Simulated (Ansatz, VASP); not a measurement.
# SiO2: VASP beside Ansatz

File POSCAR:

```
SiO2
1.0
    4.1433369106      0.0000000000      0.0000000000
    0.0000000000      4.1433369106      0.0000000000
    0.0000000000      0.0000000000      2.6421514920
Si O
2 4
Direct
    0.0000000000      0.0000000000      0.0000000000
    0.5000000000      0.5000000000      0.5000000000
    0.3050916275      0.3050916275      0.0000000000
    0.1949083725      0.8050916275      0.5000000000
    0.8050916275      0.1949083725      0.5000000000
    0.6949083725      0.6949083725      0.0000000000
```

INCAR.step1

```
SYSTEM = SiO2
  ALGO = Normal
  EDIFF = 1E-5
  ENCUT = 520
  GGA = PE
  ISIF = 2
  ISMEAR = 0
  KPAR = 4
  LASPH = .True.
  LCHARG = .False.
  LREAL = .False.
  LWAVE = .True.
  NBANDS = 25
  NELM = 80
  PREC = Accurate
  SIGMA = 0.01
```

The input INCAR.step2:

```
SYSTEM = SiO2
  ALGO = Normal
  EDIFF = 1E-6
  ENCUT = 520
  GGA = PE
  HFSCREEN = 0.2079
  ISIF = 2
  ISMEAR = 0
  ISTART = 1
  KPAR = 4
  LASPH = .True.
  LCHARG = .False.
  LHFCALC = .True.
  LREAL = .False.
  LWAVE = .False.
  NBANDS = 25
  NELM = 80
  PREC = Accurate
  PRECFOCK = Fast
  SIGMA = 0.01
```

Contents of KPOINTS:

```
k-points
0
Gamma
  4 4 6
  0 0 0
```

Input for Ansatz:

```yaml
crystal:
  lattice:
    - [4.1433369106, 0.0, 0.0]
    - [0.0, 4.1433369106, 0.0]
    - [0.0, 0.0, 2.642151492]
  atoms:
    - { symbol: Si, position: [0.0, 0.0, 0.0] }
    - { symbol: Si, position: [0.5, 0.5, 0.5] }
    - { symbol: O, position: [0.3050916275, 0.3050916275, 0.0] }
    - { symbol: O, position: [0.1949083725, 0.8050916275, 0.5] }
    - { symbol: O, position: [0.8050916275, 0.1949083725, 0.5] }
    - { symbol: O, position: [0.6949083725, 0.6949083725, 0.0] }
kpoints:
  mp_grid: { grid: [4, 4, 6] }
  band_path:
    path:
      - [0.0, 0.0, 0.0]
      - [0.0, 0.5, 0.0]
      - [0.5, 0.5, 0.0]
      - [0.0, 0.0, 0.5]
      - [0.0, 0.5, 0.5]
      - [0.5, 0.5, 0.5]
    npoints: 1
hamiltonian:
  xc: hse06
scf:
  occupations: { method: fixed }
  n_extra_bands: 5
output:
  forces: true
  stress: true
  eigenvalues: true
```

Change from the starting cell: hydrostatic strain -1.0%.

Alike in both runs: task single point; functional HSE06; k mesh 4 × 4 × 6; no spin polarisation.

|  | VASP | Ansatz |
| --- | --- | --- |
| version | VASP 6.6.1 | Ansatz 0.2.0 |
| potentials or method | VASP PAW PBE potentials, release 64 (Si, O) | plane waves, PAW |
| plane-wave cutoff (eV) | 520 | 420 |
| occupations | gaussian, width 0.01 eV | fixed |
| valence electrons in the cell | 32 | 32 |

VASP gave:

- gap on the k mesh at the Fermi level (eV): 8.19
- pressure (GPa): 8.2
- traceless stress, the component that is largest in VASP (GPa): 1.81
- rms of the force components (eV/Å): 0.019

Problem. What did Ansatz give for the same quantities?

Solution. gap on the k mesh at the Fermi level (eV): 8.20; pressure (GPa): 8.2; traceless stress, the component that is largest in VASP (GPa): 1.38; rms of the force components (eV/Å): 0.026.

Atom by atom the forces differ by 0.008 eV/Å (rms over components). Ansatz's warnings: stress exchange threshold loose, stress scf threshold loose.
